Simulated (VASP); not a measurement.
SnO: single point with LDA

The system is SnO.

```
Sn O
1.0
     3.35500    0.00000    0.00000
     0.00000    5.67410    0.00000
     0.00000    0.00000    4.22197
Sn O
2 2
Cartesian
  0.0000 1.3159 2.1665
  1.6775 4.3582 0.0555
  0.0000 5.0570 3.1110
  1.6775 0.6171 1.0000
```

```json
{
  "Program": "VASP 6.6.1",
  "Task": "single point",
  "Functional": "LDA",
  "Potentials or basis": "VASP PAW LDA potentials, release 64 (Sn_d, O)",
  "Cutoff": "520 eV",
  "k mesh": "4 × 2 × 3",
  "Occupations": "gaussian, width 0.01 eV",
  "Spin": "no spin polarisation",
  "Dipole correction": "no",
  "Further INCAR settings": "ALGO = Normal; EDIFF = 1e-06; NBANDS = 28"
}
```

* Pressure: -5.3 GPa
* Largest force: 0.640 eV/Å
* Band gap on the k mesh: 1.63 eV, indirect (least direct gap 2.59 eV)

Forces on the atoms (eV/Å):
```
Sn   0.000 -0.610 -0.196
Sn   0.000  0.610 -0.196
O    0.000  0.185  0.196
O    0.000 -0.185  0.196
```

Stress tensor (GPa, compression positive):
```
-6.13  0.00  0.00
 0.00 -5.18  0.00
 0.00  0.00 -4.70
```

Levels at points of the mesh, in eV from the valence-band top:
```
           k point  band 17  band 18  band 19  band 20  band 21  band 22  band 23  band 24
(0.00, 0.00, 0.00)    -3.48    -2.62    -2.02     0.00     2.59     3.12     5.81     5.81
(0.50, 0.00, 0.00)    -2.55    -2.55    -1.25    -1.25     2.54     2.54     5.46     5.46
(0.00, 0.50, 0.00)    -3.78    -2.64    -1.58    -1.35     3.25     3.86     4.80     4.92
(0.50, 0.50, 0.00)    -2.63    -2.63    -0.90    -0.90     1.85     1.85     6.19     6.19
```

Run time: 45 s on 1 thread of Intel(R) Xeon(R) Platinum 8175M CPU @ 2.50GHz (Skylake/Cascade Lake), with other jobs on the host, peak memory 0.17 GiB.

Caveat: the k points lie up to 0.55 Å⁻¹ apart; spin-orbit coupling is left out, which moves the levels of the heavy elements. As with any semilocal functional, this LDA gap is likely too small.
